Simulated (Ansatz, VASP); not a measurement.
**Te2Mo: VASP beside Ansatz**

The input INCAR:

```
PREC = Accurate ; ENCUT = 520
EDIFF = 1E-6 ; ISMEAR = 0
SIGMA = 0.05 ; LREAL = False
LASPH = True ; NELM = 60
ALGO = Normal ; ISIF = 2
LWAVE = False ; LCHARG = False
GGA = PE ; NBANDS = 35
```

Contents of KPOINTS:

```
Automatic mesh
0
Gamma
  9 9 2
```

File POSCAR:

```
Te2Mo
1.0
   -1.7785332447     -3.0805099428      0.0000000000
    1.7785332447     -3.0805099428      0.0000000000
    0.0000000000      0.0000000000     16.2047171722
Te Mo
4 2
Direct
    0.6666666667      0.6666666667      0.1230044552
    0.3333333333      0.3333333333      0.5921492421
    0.6666666667      0.6666666667      0.3461403318
    0.3333333333      0.3333333333      0.8152851188
    0.6666666667      0.6666666667      0.7037171805
    0.3333333333      0.3333333333      0.2345723935
```

Input for Ansatz:

```yaml
crystal:
  lattice:
    - [-1.7785332447, -3.0805099428, 0.0]
    - [1.7785332447, -3.0805099428, 0.0]
    - [0.0, 0.0, 16.2047171722]
  atoms:
    - { symbol: Te, position: [0.6666666667, 0.6666666667, 0.1230044552] }
    - { symbol: Te, position: [0.3333333333, 0.3333333333, 0.5921492421] }
    - { symbol: Te, position: [0.6666666667, 0.6666666667, 0.3461403318] }
    - { symbol: Te, position: [0.3333333333, 0.3333333333, 0.8152851188] }
    - { symbol: Mo, position: [0.6666666667, 0.6666666667, 0.7037171805] }
    - { symbol: Mo, position: [0.3333333333, 0.3333333333, 0.2345723935] }
basis:
  ecutwfc: 420
kpoints:
  mp_grid: { grid: [9, 9, 2] }
hamiltonian:
  xc: pbe
scf:
  occupations: { method: gaussian, width: 0.05 }
output:
  forces: true
  stress: true
  eigenvalues: true
```

Alike in both runs: task single point; functional PBE; k mesh 9 × 9 × 2; occupations gaussian, width 0.05 eV; no spin polarisation.

|  | VASP | Ansatz |
| --- | --- | --- |
| version | VASP 6.6.1 | Ansatz 0.2.0 |
| potentials or method | VASP PAW PBE potentials, release 64 (Te, Mo_sv), cutoff 520 eV | scalar-relativistic, plane waves, PAW |
| valence electrons in the cell | 52 | 92 |

|  | VASP | Ansatz | Ansatz less VASP |
| --- | --- | --- | --- |
| gap on the k mesh at the Fermi level (eV) | 1.04 | 1.05 | +0.001 |
| least direct gap on the mesh (eV) | 1.04 | 1.05 | +0.001 |
| pressure (GPa) | 0.0 | 0.0 | -0.01 |
| traceless stress, the component that is largest in VASP (GPa) | 0.06 | 0.01 | -0.052 |
| rms of the force components (eV/Å) | 0.007 | 0.005 | -0.0024 |

Atom by atom the forces differ by 0.006 eV/Å (rms over components). With one functional, cell and mesh, what is left measures potentials, basis and numerics. VASP's potentials hold 52 valence electrons a cell and Ansatz's 92, so a difference there can come from the potentials and not from the codes.

Neither program's run includes spin-orbit coupling.
